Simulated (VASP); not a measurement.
Runs of VASP 6.6.1 on TaSi2. The structure is that of space group Fm-3m (No. 225), or close to it. The cells are those of the table. 

| task | cell | k mesh | cutoff (eV) | gap on the mesh (eV) | pressure (GPa) |
| --- | --- | --- | --- | --- | --- |
| single point | a = 4.287 Å, angles 60.0°, 3 atoms | 6 × 6 × 6 | 500 | none | 0.0 |
| relaxation of cell and atoms | relaxed from a = 4.433 Å, angles 60.0°, 3 atoms | 6 × 6 × 6 | 500 | none | -0.1 |
| single point | a = 4.433 Å, angles 60.0°, 3 atoms | 6 × 6 × 6 | 500 | none | -9.5 |
| single point | a = 4.285 Å, angles 60.0°, 3 atoms | 14 × 14 × 14 | 520 | none | (a) |

Alike in all rows: level PBE; potentials or basis VASP PAW PBE potentials, release 64 (Ta_pv, Si); no spin polarisation; smearing gaussian 0.1 eV.

Problem. Fill in the values left out.

Solution. (a) 0.1.

Caveats: spin-orbit coupling is left out, which moves the levels of the heavy elements.

A k mesh can miss the band edges, and the runs leave out spin-orbit coupling on Ta.

A gap of «none» marks levels without a gap at the run's occupations.
